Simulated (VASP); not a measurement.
# YTl (P4/mmm) in VASP: notebook, part 2 of 2

VASP 6.6.1.

## Step 3: Electric field gradients, LDA (equal xx and yy strain of +1 %)

The input, INCAR:

```
SYSTEM = YTl
PREC = Accurate
ENCUT = 520
EDIFF = 1E-8
ISMEAR = -1
SIGMA = 0.08
LREAL = .False.
LASPH = .True.
NELM = 60
ALGO = Normal
ISIF = 2
LWAVE = .False.
LCHARG = .False.
LEFG = .True.
NBANDS = 19
```

The input, KPOINTS:

```
regular mesh
0
Gamma
  11 11 11
  0 0 0
```

The input, POSCAR:

```
YTl
1.0
    3.7885100000      0.0000000000      0.0000000000
    0.0000000000      3.7885100000      0.0000000000
    0.0000000000      0.0000000000      3.7510000000
Y Tl
1 1
Direct
    0.5000000000      0.5000000000      0.5000000000
    0.0000000000      0.0000000000      0.0000000000
```

Potentials or basis: VASP PAW LDA potentials, release 64 (Y_sv, Tl_d).

The run is started by

```bash
$ cat potpaw_LDA.64/Y_sv/POTCAR potpaw_LDA.64/Tl_d/POTCAR > POTCAR
$ mpirun -np 1 vasp_std > vasp.out
```

OUTCAR:

```text
SYSTEM = YTl
   PREC = Accurate
   ENCUT = 520
   EDIFF = 1E-8
   ISMEAR = -1
   LREAL = .False.
   LASPH = .True.
   NELM = 60
   ISIF = 2

 ion  position               nearest neighbor table
   1  0.500  0.500  0.500-   2 3.27   2 3.27   2 3.27   2 3.27   2 3.27   2 3.27   2 3.27   2 3.27

   2  0.000  0.000  0.000-   1 3.27   1 3.27   1 3.27   1 3.27   1 3.27   1 3.27   1 3.27   1 3.27

  LATTYP: Found a simple tetragonal cell.
 ALAT       =     3.7885100000
 C/A-ratio  =     0.9900990099

  Lattice vectors:

 A1 = (   3.7885100000,   0.0000000000,   0.0000000000)
 A2 = (   0.0000000000,   3.7885100000,   0.0000000000)
 A3 = (   0.0000000000,   0.0000000000,   3.7510000000)

Analysis of symmetry for initial positions (statically):
=====================================================================
 Subroutine PRICEL returns:
 Original cell was already a primitive cell.

 Routine SETGRP: Setting up the symmetry group for a
 simple tetragonal supercell.

[... 716 lines left out ...]
      direct lattice vectors                 reciprocal lattice vectors
     3.788510000  0.000000000  0.000000000     0.263956014  0.000000000  0.000000000
     0.000000000  3.788510000  0.000000000     0.000000000  0.263956014  0.000000000
     0.000000000  0.000000000  3.751000000     0.000000000  0.000000000  0.266595575

 POSITION                                       TOTAL-FORCE (eV/Angst)
 -----------------------------------------------------------------------------------
      1.89426      1.89426      1.87550         0.000000      0.000000      0.000000
      0.00000      0.00000      0.00000         0.000000      0.000000      0.000000
 -----------------------------------------------------------------------------------
    total drift:                               -0.000000      0.000000      0.000000

  FREE ENERGIE OF THE ION-ELECTRON SYSTEM (eV)
  ---------------------------------------------------
  free  energy   TOTEN  =       -10.8691410040 eV

  energy  without entropy=      -10.8392738150  energy(sigma->0) =      -10.85420741

 Electric field gradients (V/A^2)
---------------------------------------------------------------------
 ion       V_xx      V_yy      V_zz      V_xy      V_xz      V_yz
---------------------------------------------------------------------
   1       0.365     0.365    -0.731    -0.000     0.000    -0.000
   2      -4.578    -4.578     9.156     0.000    -0.000    -0.000
---------------------------------------------------------------------

 Electric field gradients after diagonalization (V/A^2)
 (convention: |V_zz| > |V_xx| > |V_yy|)
----------------------------------------------------------------------
 ion       V_xx      V_yy      V_zz     asymmetry (V_yy - V_xx)/ V_zz
----------------------------------------------------------------------
   1       0.365     0.365    -0.731       0.000
   2      -4.578    -4.578     9.156       0.000
----------------------------------------------------------------------

           NMR quadrupolar parameters

 Cq : quadrupolar parameter    Cq=e*Q*V_zz/h
 eta: asymmetry parameters     (V_yy - V_xx)/ V_zz
 Q  : nuclear electric quadrupole moment in mb (millibarn)
----------------------------------------------------------------------
 ion       Cq(MHz)       eta       Q (mb)
----------------------------------------------------------------------
   1      -0.002       0.000       1.000
   2       0.022       0.000       1.000
----------------------------------------------------------------------
```

OSZICAR:

```text
N       E                     dE             d eps       ncg     rms          rms(c)
DAV:   1     0.108688578290E+03    0.10869E+03   -0.12573E+04  4868   0.120E+03
DAV:   2    -0.613865498183E+01   -0.11483E+03   -0.11285E+03  5410   0.278E+02
DAV:   3    -0.113170515483E+02   -0.51784E+01   -0.51183E+01  8164   0.398E+01
DAV:   4    -0.114279065672E+02   -0.11086E+00   -0.11037E+00  5605   0.484E+00
DAV:   5    -0.114297111734E+02   -0.18046E-02   -0.18042E-02  5773   0.549E-01    0.247E+01
DAV:   6    -0.109575839086E+02    0.47213E+00   -0.54552E-01  5179   0.427E+00    0.159E+01
DAV:   7    -0.108869003893E+02    0.70684E-01   -0.60766E-01  5969   0.448E+00    0.245E+00
DAV:   8    -0.108697651399E+02    0.17135E-01   -0.11388E-01  5210   0.196E+00    0.599E-01
DAV:   9    -0.108691381575E+02    0.62698E-03   -0.51044E-03  5308   0.416E-01    0.104E-01
DAV:  10    -0.108691464324E+02   -0.82748E-05   -0.22123E-04  5640   0.114E-01    0.626E-02
DAV:  11    -0.108691410198E+02    0.54126E-05   -0.21780E-05  5401   0.339E-02    0.293E-02
DAV:  12    -0.108691410074E+02    0.12403E-07   -0.10359E-06  5912   0.669E-03    0.262E-03
DAV:  13    -0.108691410040E+02    0.33501E-08   -0.69064E-08  6036   0.120E-03
   1 F= -.10869141E+02 E0= -.10854207E+02  d E =-.298672E-01
```

stdout:

```text
POSCAR found type information on POSCAR Y Tl
 POSCAR found :  2 types and       2 ions
 scaLAPACK will be used
 LDA part: xc-table for (Slater(with rela. corr.)+CA(PZ))
 , standard interpolation
 POSCAR, INCAR and KPOINTS ok, starting setup
 FFT: planning ... GRIDC
 FFT: planning ... GRID_SOFT
 FFT: planning ... GRID
 WAVECAR not read
 entering main loop
ion   1

ion   2
```

Run time: 75 s. Hardware: 1 thread of Intel Xeon 8259CL, shared host; peak memory 0.26 GiB.

What came out:

* Free energy: -10.8691 eV
* Pressure: -4.0 GPa
* Band gap on the k mesh: zero (bands 12 and 13 overlap by 2.17 eV)
* Largest electric field gradient by atom: Y -0.7; Tl +9.2 V/Å²

Electric field gradients, principal values (V/Å²):
```
atom   least  middle  greatest (by size)
 1 Y   0.365   0.365              -0.731
2 Tl  -4.578  -4.578               9.156
```

Caveat: the cell differs from its parent crystal (equal xx and yy strain of +1 %); the cell stands under tension; without QUAD_EFG the Cq values of the log hold for a quadrupole moment of 1 mb, not for the nuclei; spin-orbit coupling is left out, which moves the levels of the heavy elements.
